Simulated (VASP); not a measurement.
# F: single point with PBEsol

Crystal: F.

```
CELL_PARAMETERS angstrom
3.21216 -1.84614 -0.24775
3.21216 1.84614 -0.24775
-2.41530 0.00000 7.39328
ATOMIC_POSITIONS crystal
F 0.08485 0.08485 0.10200
F 0.91515 0.91515 0.89800
F 0.50157 0.50157 0.59372
F 0.49843 0.49843 0.40628
```

| Property | Result |
| --- | --- |
| Program | VASP 6.6.1 |
| Task | single point |
| Functional | PBEsol |
| Potentials or basis | VASP PAW PBE potentials, release 64 (F) |
| Cutoff | 520 eV |
| k mesh | 4 × 4 × 2 |
| Occupations | gaussian, width 0.05 eV |
| Spin | no spin polarisation |

The pressure is -4.9 GPa and the largest force is 3.120 eV/Å. The band gap on the k mesh is 1.85 eV, indirect (least direct gap 1.93 eV).

Forces on the atoms (eV/Å):
```
F   -1.189  0.000 -2.885
F    1.189  0.000  2.885
F    0.414  0.000 -1.214
F   -0.414  0.000  1.214
```

Stress tensor (GPa, compression positive):
```
 -2.35   0.00  -2.38
  0.00  -0.53   0.00
 -2.38   0.00 -11.71
```

Levels at points of the mesh, in eV from the valence-band top:
| k point | band 11 | band 12 | band 13 | band 14 | band 15 | band 16 | band 17 | band 18 |
| --- | --- | --- | --- | --- | --- | --- | --- | --- |
| (0.00, 0.00, 0.00) | -0.27 | -0.13 | -0.08 | -0.08 | 1.85 | 2.94 | 8.81 | 11.24 |
| (0.50, 0.00, 0.00) | -0.29 | -0.25 | -0.19 | -0.18 | 2.00 | 2.91 | 12.49 | 12.68 |
| (0.50, 0.50, 0.00) | -0.30 | -0.24 | -0.14 | 0.00 | 1.97 | 2.89 | 12.86 | 12.92 |
| (0.00, 0.00, 0.50) | -0.20 | -0.17 | -0.12 | -0.09 | 1.94 | 2.84 | 9.53 | 9.65 |
| (0.50, 0.00, 0.50) | -0.39 | -0.28 | -0.16 | -0.05 | 1.96 | 2.92 | 12.43 | 13.19 |
| (0.50, 0.50, 0.50) | -0.28 | -0.26 | -0.14 | -0.09 | 2.00 | 2.91 | 12.45 | 12.54 |

It took 45 s on 1 thread of Intel Xeon 8259CL, on a shared host, peak memory 0.19 GiB.

Caveat: the k points lie up to 0.50 Å⁻¹ apart; the PAW data sets were made with another functional, which shifts forces and pressure a little. A k mesh can miss the band edges.
